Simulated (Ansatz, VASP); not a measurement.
Two plane-wave programs on Mg

INCAR

```
SYSTEM = Mg
  ALGO = Normal
  EDIFF = 1E-6
  ENCUT = 520
  GGA = PS
  ISIF = 2
  ISMEAR = 0
  LASPH = .True.
  LCHARG = .False.
  LREAL = .False.
  LWAVE = .False.
  NBANDS = 10
  NELM = 60
  PREC = Accurate
  SIGMA = 0.1
```

The input KPOINTS:

```
k-points
0
Gamma
  6 6 6
  0 0 0
```

POSCAR

```
Mg
1.0
    5.2783903522      0.0000000000      0.0000000000
   -2.6391951761      4.5712201361      0.0000000000
    0.0000000000      0.0000000000      3.2358827811
Mg
3
Direct
    0.0000000000      0.0000000000      0.0000000000
    0.3333333333      0.6666666667      0.5000000000
    0.6666666667      0.3333333333      0.5000000000
```

Input for Ansatz:

```yaml
crystal:
  lattice:
    - [5.2783903522, 0.0, 0.0]
    - [-2.6391951761, 4.5712201361, 0.0]
    - [0.0, 0.0, 3.2358827811]
  atoms:
    - { symbol: Mg, position: [0.0, 0.0, 0.0] }
    - { symbol: Mg, position: [0.3333333333, 0.6666666667, 0.5] }
    - { symbol: Mg, position: [0.6666666667, 0.3333333333, 0.5] }
basis:
  ecutwfc: 420
kpoints:
  mp_grid: { grid: [6, 6, 6] }
hamiltonian:
  xc: pbesol
scf:
  occupations: { method: gaussian, width: 0.1 }
  lower_state_search: "off"
output:
  forces: true
  stress: true
  eigenvalues: true
```

Alike in both runs: task single point; functional PBEsol; k mesh 6 × 6 × 6; occupations gaussian, width 0.1 eV; no spin polarisation.

|  | VASP | Ansatz |
| --- | --- | --- |
| version | VASP 6.6.1 | Ansatz 0.2.0 |
| potentials or method | VASP PAW PBE potentials, release 64 (Mg), cutoff 520 eV | scalar-relativistic, plane waves, PAW |
| valence electrons in the cell | 6 | 30 |

VASP gave:

```
gap on the k mesh at the Fermi level (eV)                     : none
pressure (GPa)                                                : -3.7
traceless stress, the component that is largest in VASP (GPa) : -1.32
```

Task: What did Ansatz give for the same quantities?

Result: gap on the k mesh at the Fermi level (eV): none; pressure (GPa): -3.6; traceless stress, the component that is largest in VASP (GPa): -1.31.

VASP's potentials were made for PBE, not for PBEsol. A gap of «none» marks a metal or a gap that the smearing closes. The functional is the same, so the differences come from potentials, cutoffs and numerics. VASP's potentials hold 6 valence electrons a cell and Ansatz's 30, so a difference there can come from the potentials and not from the codes.
